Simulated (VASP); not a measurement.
# Pb (I4_1/amd) in VASP: single point with PBE

Aim: the single point of Pb with PBE.

Program: VASP 6.6.1. These are calculated values, not measurements. Logs are shortened: lines on timing, memory, paths and dates and some standing lists are left out, and cuts for length are marked.

## (1) The cell of the first run

Symmetry: I4_1/amd, No. 141, tetragonal system. The conventional cell has a = 6.285 Å, b = 6.285 Å, c = 3.351 Å, α = 90.00°, β = 90.00°, γ = 90.00°. Pb (site symmetry -4m2) has 10 Pb at 3.25 to 4.02 Å within 4.3 Å.

## (2) Single point, PBE

Input file INCAR:

```
SYSTEM = Pb
  PREC = Accurate
  ENCUT = 520
  EDIFF = 1E-7
  ISMEAR = -1
  SIGMA = 0.05
  LREAL = .False.
  LASPH = .True.
  NELM = 80
  ALGO = Normal
  ISIF = 2
  LWAVE = .False.
  LCHARG = .True.
  GGA = PE
  LELF = .True.
  LVHAR = .True.
  NBANDS = 21
```

Input file KPOINTS:

```
Automatic mesh
0
Gamma
  13 13 13
  0 0 0
```

Input file POSCAR:

```
Pb
1.0
   -3.1425706940      3.1425706940      1.6753043400
    3.1425706940     -3.1425706940      1.6753043400
    3.1425706940      3.1425706940     -1.6753043400
Pb
2
Direct
   -0.3750000000     -0.1250000000     -0.2500000000
    0.3750000000      0.1250000000      0.2500000000
```

Potentials or basis: VASP PAW PBE potentials, release 64 (Pb_d).

Run with:

```
$ cat potpaw_PBE.64/Pb_d/POTCAR > POTCAR
$ mpirun -np 1 vasp_std > vasp.out
```

OUTCAR:

```text
SYSTEM = Pb
   PREC = Accurate
   ENCUT = 520
   EDIFF = 1E-7
   ISMEAR = -1
   LREAL = .False.
   LASPH = .True.
   NELM = 80
   ISIF = 2
   GGA = PE

 ion  position               nearest neighbor table
   1  0.625  0.875  0.750-   2 3.25   2 3.25   2 3.25   2 3.25   2 4.02   2 4.02   2 4.02   2 4.02

   2  0.375  0.125  0.250-   1 3.25   1 3.25   1 3.25   1 3.25   1 4.02   1 4.02   1 4.02   1 4.02

  LATTYP: Found a body centered tetragonal cell.
 ALAT       =     6.2851413880
 C/A-ratio  =     0.5330999691

  Lattice vectors:

 A1 = (  -3.1425706940,   3.1425706940,   1.6753043400)
 A2 = (   3.1425706940,  -3.1425706940,   1.6753043400)
 A3 = (   3.1425706940,   3.1425706940,  -1.6753043400)

Analysis of symmetry for initial positions (statically):
=====================================================================
 Subroutine PRICEL returns:
 Original cell was already a primitive cell.

 Routine SETGRP: Setting up the symmetry group for a
 body centered tetragonal supercell.

 Subroutine GETGRP returns: Found 16 space group operations
 (whereof  4 operations were pure point group operations)
 out of a pool of 16 trial point group operations.

The static configuration has the point symmetry C_2h.
 The point group associated with its full space group is D_4h.

Analysis of symmetry for dynamics (positions and initial velocities):
=====================================================================
 Subroutine PRICEL returns:
 Original cell was already a primitive cell.

 Routine SETGRP: Setting up the symmetry group for a
 body centered tetragonal supercell.

 Subroutine GETGRP returns: Found 16 space group operations
 (whereof  4 operations were pure point group operations)
 out of a pool of 16 trial point group operations.

The dynamic configuration has the point symmetry C_2h.
 The point group associated with its full space group is D_4h.

 Subroutine INISYM returns: Found 16 space group operations
 (whereof  4 operations are pure point group operations),
 and found     1 'primitive' translations

----------------------------------------------------------------------------------------

                                     Primitive cell

  volume of cell :      66.1796

  direct lattice vectors                    reciprocal lattice vectors
    -3.142570694  3.142570694  1.675304340     0.000000000  0.159105410  0.298453235
     3.142570694 -3.142570694  1.675304340     0.159105410  0.000000000  0.298453235
     3.142570694  3.142570694 -1.675304340     0.159105410  0.159105410  0.000000000

  length of vectors
     4.749541637  4.749541637  4.749541637     0.338214230  0.338214230  0.225009029

  position of ions in fractional coordinates (direct lattice)
     0.625000000  0.875000000  0.750000000
     0.375000000  0.125000000  0.250000000

  ion indices of the primitive-cell ions
   primitive index   ion index
                 1           1
                 2           2

----------------------------------------------------------------------------------------

 KPOINTS: Automatic mesh

Automatic generation of k-mesh.
 Grid dimensions read from file:
 generate k-points for:   13   13   13

 Generating k-lattice:

  Cartesian coordinates                     Fractional coordinates (reciprocal lattice)
     0.000000000  0.012238878  0.022957941     0.076923077  0.000000000  0.000000000
     0.012238878  0.000000000  0.022957941     0.000000000  0.076923077  0.000000000
     0.012238878  0.012238878  0.000000000     0.000000000  0.000000000  0.076923077

  Length of vectors
     0.026016479  0.026016479  0.017308387

  Shift w.r.t. Gamma in fractional coordinates (k-lattice)
     0.000000000  0.000000000  0.000000000

 Subroutine IBZKPT returns following result:
 ===========================================

 Found    196 irreducible k-points:

 Following reciprocal coordinates:
            Coordinates               Weight
  0.000000  0.000000  0.000000      1.000000
  0.076923  0.000000  0.000000      8.000000
  0.153846 -0.000000  0.000000      8.000000
  0.230769 -0.000000  0.000000      8.000000
  0.307692 -0.000000  0.000000      8.000000
  0.384615 -0.000000  0.000000      8.000000
[... 16 lines left out ...]
  0.384615  0.153846  0.000000     16.000000
  0.461538  0.153846  0.000000     16.000000
 [... further k-points ...]
   k-points           NKPTS =    196   k-points in BZ     NKDIM =    196   number of bands    NBANDS=     21
   number of dos      NEDOS =    301   number of ions     NIONS =      2
   total plane-waves  NPLWV =  46656
   dimension x,y,z NGX =    36 NGY =   36 NGZ =   36
   dimension x,y,z NGXF=    72 NGYF=   72 NGZF=   72
   ions per type =               2
   NGX,Y,Z   is equivalent  to a cutoff of  12.60, 12.60, 12.60 a.u.
   NGXF,Y,Z  is equivalent  to a cutoff of  25.20, 25.20, 25.20 a.u.
 SYSTEM =  Pb
   PREC   = accura    normal or accurate (medium, high low for compatibility)
   ISTART =      0    job   : 0-new  1-cont  2-samecut
   ICHARG =      2    charge: 1-file 2-atom 10-const
   ISPIN  =      1    spin polarized calculation?
   LNONCOLLINEAR =      F non collinear calculations
   LSORBIT =      F    spin-orbit coupling
   LASPH  =      T    aspherical Exc in radial PAW
   ENCUT  =  520.0 eV  38.22 Ry    6.18 a.u.   8.83  8.83  8.83*2*pi/ulx,y,z
   NELM   =     80;   NELMIN=  2; NELMDL= -5     # of ELM steps
   EDIFF  = 0.1E-06   stopping-criterion for ELM
   LREAL  =      F    real-space projection
   EDIFFG = 0.1E-05   stopping-criterion for IOM
   NSW    =      0    number of steps for IOM
   IBRION =     -1    ionic relax: 0-MD 1-quasi-New 2-CG
   NFREE  =      0    steps in history (QN), initial steepest desc. (CG)
   ISIF   =      2    stress and relaxation
   ISYM   =      2    0-nonsym 1-usesym 2-fastsym
   POTIM  = 0.5000    time-step for ionic-motion
   TEBEG  =    0.0;   TEEND  =   0.0 temperature during run
   PSTRESS=    0.0 pullay stress
   NELECT =      28.0000    total number of electrons
   NUPDOWN=      -1.0000    fix difference up-down
   EMIN   =  10.00;   EMAX   =-10.00  energy-range for DOS
   EFERMI =   0.00;   METHOD = LEGACY
   ISMEAR =    -1;   SIGMA  =   0.05  broadening in eV -4-tet -1-fermi 0-gaus
   EFERMI_NEDOS =   21; number of points for ismear=-14 and -15
   IALGO  =     38    algorithm
   IMIX   =      4    mixing-type and parameters
     AMIX     =   0.40;   BMIX     =  1.00
     AMIX_MAG =   1.60;   BMIX_MAG =  1.00
  volume/ion in A,a.u.               =      33.09       223.30
  Fermi-wavevector in a.u.,A,eV,Ry     =   1.229003  2.322479 20.550894  1.510448
  Thomas-Fermi vector in A             =   2.363907
   LORBIT       =      0    0 simple, 1 ext, 2 COOP (PROOUT), +10 PAW based schemes
   GGA     = PE    functional components
   LHFCALC =     F    Hartree Fock is set to
   AEXX    =    0.0000 exact exchange contribution
   IVDW    =     0    specifies the selected vdW correction
   LEPSILON=     F    determine dielectric tensor
   LRPA    =     F    only Hartree local field effects (RPA)
 non-spin polarized calculation
  energy-cutoff  :      520.00
  volume of cell :       66.18
 maximum number of plane-waves:      1806
   NGX = 17   NGY = 17   NGZ = 17

 number of electron      27.9999994 magnetization

 Free energy of the ion-electron system (eV)
  ---------------------------------------------------
  ext. energy  EPLUGINS =         0.00000000
  ---------------------------------------------------
  free energy    TOTEN  =        -6.85846459 eV

  energy without entropy =       -6.84850327  energy(sigma->0) =       -6.85348393

 E-fermi :   6.1107     XC(G=0):  -9.7090

 val. band max:        6.0963794202   @ k =  -0.3077  -0.3846   0.0769
 cond. band min:       6.1206710798   @ k =  -0.1538  -0.4615   0.0769
 fundamental gap:      0.0242916596
 Fermi energy:         6.1107250575

 k-point     1 :       0.0000    0.0000    0.0000
  band No.  band energies     occupation
      1     -10.9936      2.00000
      2     -10.9062      2.00000
      3     -10.8486      2.00000
      4     -10.8402      2.00000
      5     -10.6047      2.00000
      6     -10.6047      2.00000
[... 13 lines left out ...]
     20      14.7725      0.00000
     21      16.1098      0.00000

 k-point     2 :       0.0769    0.0000    0.0000
  band No.  band energies     occupation
      1     -10.9888      2.00000
      2     -10.8882      2.00000
      3     -10.8343      2.00000
      4     -10.8259      2.00000
      5     -10.6190      2.00000
      6     -10.6177      2.00000
[... 13 lines left out ...]
     20      15.2042      0.00000
     21      15.6176      0.00000

 k-point     3 :       0.1538   -0.0000    0.0000
  band No.  band energies     occupation
      1     -10.9740      2.00000
      2     -10.8403      2.00000
      3     -10.8177      2.00000
      4     -10.7689      2.00000
      5     -10.6495      2.00000
      6     -10.6365      2.00000
[... 13 lines left out ...]
     20      14.3679      0.00000
     21      14.4826      0.00000

 k-point     4 :       0.2308   -0.0000    0.0000
  band No.  band energies     occupation
      1     -10.9518      2.00000
      2     -10.7949      2.00000
      3     -10.7854      2.00000
      4     -10.7196      2.00000
      5     -10.6858      2.00000
      6     -10.6348      2.00000
[... 13 lines left out ...]
     20      13.5143      0.00000
     21      14.1646      0.00000

 k-point     5 :       0.3077   -0.0000    0.0000
  band No.  band energies     occupation
      1     -10.9288      2.00000
      2     -10.7768      2.00000
      3     -10.7595      2.00000
      4     -10.7305      2.00000
      5     -10.7131      2.00000
      6     -10.6524      2.00000
[... 13 lines left out ...]
     20      12.9542      0.00000
     21      14.5835      0.00000

 k-point     6 :       0.3846   -0.0000    0.0000
  band No.  band energies     occupation
      1     -10.9105      2.00000
      2     -10.7826      2.00000
      3     -10.7755      2.00000
      4     -10.7449      2.00000
      5     -10.7104      2.00000
      6     -10.6737      2.00000
[... 13 lines left out ...]
     20      13.4960      0.00000
     21      15.3054      0.00000

 k-point     7 :       0.4615   -0.0000    0.0000
  band No.  band energies     occupation
      1     -10.8983      2.00000
      2     -10.8047      2.00000
      3     -10.7945      2.00000
      4     -10.7398      2.00000
      5     -10.6973      2.00000
      6     -10.6860      2.00000
[... 13 lines left out ...]
     20      14.8196      0.00000
     21      15.4849      0.00000
[... 291 lines left out ...]
      1     -10.9435      2.00000
      2     -10.7821      2.00000
      3     -10.7648      2.00000
      4     -10.7062      2.00000
      5     -10.6830      2.00000
      6     -10.6719      2.00000
[... 13 lines left out ...]
     20      13.1548      0.00000
     21      13.4633      0.00000

 k-point    21 :       0.2308    0.1538    0.0000
  band No.  band energies     occupation
      1     -10.9286      2.00000
      2     -10.7865      2.00000
      3     -10.7613      2.00000
      4     -10.7193      2.00000
      5     -10.7039      2.00000
      6     -10.6909      2.00000
[... 13 lines left out ...]
     20      13.0373      0.00000
     21      13.8867      0.00000

 k-point    22 :       0.3077    0.1538    0.0000
  band No.  band energies     occupation
      1     -10.9168      2.00000
      2     -10.8035      2.00000
      3     -10.7591      2.00000
      4     -10.7387      2.00000
      5     -10.7037      2.00000
      6     -10.6873      2.00000
[... 13 lines left out ...]
     20      13.8829      0.00000
     21      14.7034      0.00000

 k-point    23 :       0.3846    0.1538    0.0000
  band No.  band energies     occupation
      1     -10.9030      2.00000
      2     -10.8103      2.00000
      3     -10.7805      2.00000
      4     -10.7251      2.00000
      5     -10.7054      2.00000
      6     -10.6710      2.00000
[... 13 lines left out ...]
     20      14.5656      0.00000
     21      14.8865      0.00000

 k-point    24 :       0.4615    0.1538    0.0000
  band No.  band energies     occupation
      1     -10.8915      2.00000
      2     -10.8055      2.00000
      3     -10.7801      2.00000
      4     -10.7253      2.00000
      5     -10.6957      2.00000
      6     -10.6659      2.00000
[... 13 lines left out ...]
     20      14.2955      0.00000
     21      14.7606      0.00000

 [... further k-points ...]
[... 5 lines left out ...]
  --------------------------------------------------------------------------------------
  -------------------------------------------------------------------------------------
  Total        0.0817933      0.0817933      0.0809654      0.0000000     -0.0000000      0.0000000
  in kB        1.9801785      1.9801785      1.9601367      0.0000000     -0.0000000      0.0000000
  external PRESSURE =       1.9734979 kB  Pullay stress =       0.0000000 kB

 VOLUME and BASIS-vectors are now :
 -----------------------------------------------------------------------------
  energy-cutoff  :      520.00
  volume of cell :       66.18
      direct lattice vectors                 reciprocal lattice vectors
    -3.142570694  3.142570694  1.675304340     0.000000000  0.159105410  0.298453235
     3.142570694 -3.142570694  1.675304340     0.159105410  0.000000000  0.298453235
     3.142570694  3.142570694 -1.675304340     0.159105410  0.159105410  0.000000000

 POSITION                                       TOTAL-FORCE (eV/Angst)
 -----------------------------------------------------------------------------------
      3.14257      1.57129      1.25648         0.000000     -0.000000      0.000000
     -0.00000      1.57129      0.41883        -0.000000      0.000000     -0.000000
 -----------------------------------------------------------------------------------
    total drift:                               -0.000000     -0.000000      0.000000

  FREE ENERGIE OF THE ION-ELECTRON SYSTEM (eV)
  ---------------------------------------------------
  free  energy   TOTEN  =        -6.8584645905 eV

  energy  without entropy=       -6.8485032707  energy(sigma->0) =       -6.85348393
```

Wall time 3.5 min (1 thread of Intel Xeon 6975P-C, shared host); peak memory 0.36 GiB.

What came out:

| Quantity | Value |
| --- | --- |
| Free energy | -6.8585 eV |
| Pressure | 0.2 GPa |
| Band gap on the k mesh | zero (band 14 reaches 7.30 eV, above the bottom of band 15 at 4.30 eV) |

Caveat: spin-orbit coupling is left out, which moves the levels of the heavy elements.
